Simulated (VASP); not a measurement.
A run of VASP 6.6.1:

File POSCAR:

```
CdSe
1.0
    0.0000000000      3.0677809647      3.0677809647
    3.0677809647      0.0000000000      3.0677809647
    3.0677809647      3.0677809647      0.0000000000
Cd Se
1 1
Direct
    0.0000000000      0.0000000000      0.0000000000
    0.2500000000      0.2500000000      0.2500000000
```

File INCAR.step1:

```
ALGO = Normal
EDIFF = 1E-5
ENCUT = 500
GGA = PE
ISIF = 2
ISMEAR = 0
LASPH = T
LCHARG = F
LREAL = F
LWAVE = T
NELM = 100
PREC = Accurate
SIGMA = 0.02
```

File INCAR.step2:

```
ALGO = Normal
EDIFF = 1E-8
ENCUT = 500
GGA = PE
HFSCREEN = 0.2
ISMEAR = 0
ISTART = 1
LASPH = T
LCHARG = F
LHFCALC = T
LREAL = F
LWAVE = T
NELM = 100
PREC = Accurate
PRECFOCK = Fast
SIGMA = 0.01
```

The input INCAR.step3:

```
ALGO = Exact
EDIFF = 1E-8
ENCUT = 500
GGA = PE
HFSCREEN = 0.2
ISMEAR = 0
ISTART = 1
LASPH = T
LCHARG = F
LHFCALC = T
LOPTICS = T
LREAL = F
LWAVE = T
NBANDS = 54
NELM = 1
PREC = Accurate
PRECFOCK = Fast
SIGMA = 0.01
```

File INCAR.step4:

```
ALGO = EVGW0
EDIFF = 1E-8
ENCUT = 500
ENCUTGW = 120.0
GGA = PE
HFSCREEN = 0.2
ISMEAR = 0
ISTART = 1
LASPH = T
LCHARG = F
LHFCALC = T
LREAL = F
LWAVE = F
NBANDS = 54
NBANDSGW = 17
NELMGW = 1
NOMEGA = 48
PREC = Accurate
PRECFOCK = Fast
SIGMA = 0.01
```

KPOINTS

```
k-points
0
Gamma
  4 4 4
```

Potentials or basis: VASP PAW PBE potentials, release 64 (Cd_GW, Se_GW).

The run is started by

```bash
$ cat potpaw_PBE.64/Cd_GW/POTCAR potpaw_PBE.64/Se_GW/POTCAR > POTCAR
$ cp INCAR.step1 INCAR
$ mpirun -np 1 vasp_std > vasp.out
$ cp INCAR.step2 INCAR
$ mpirun -np 1 vasp_std > vasp.out
$ cp INCAR.step3 INCAR
$ mpirun -np 1 vasp_std > vasp.out
$ cp INCAR.step4 INCAR
$ mpirun -np 1 vasp_std > vasp.out
```

Hardware: 1 thread of Intel(R) Xeon(R) 6975P-C (Granite Rapids) (shared host).

**Question.** Estimate the wall time of this run.

**Answer.** It took 20 min on 1 thread of Intel(R) Xeon(R) 6975P-C (Granite Rapids), on a shared host, peak memory 1 GiB. Counts: k points 8.
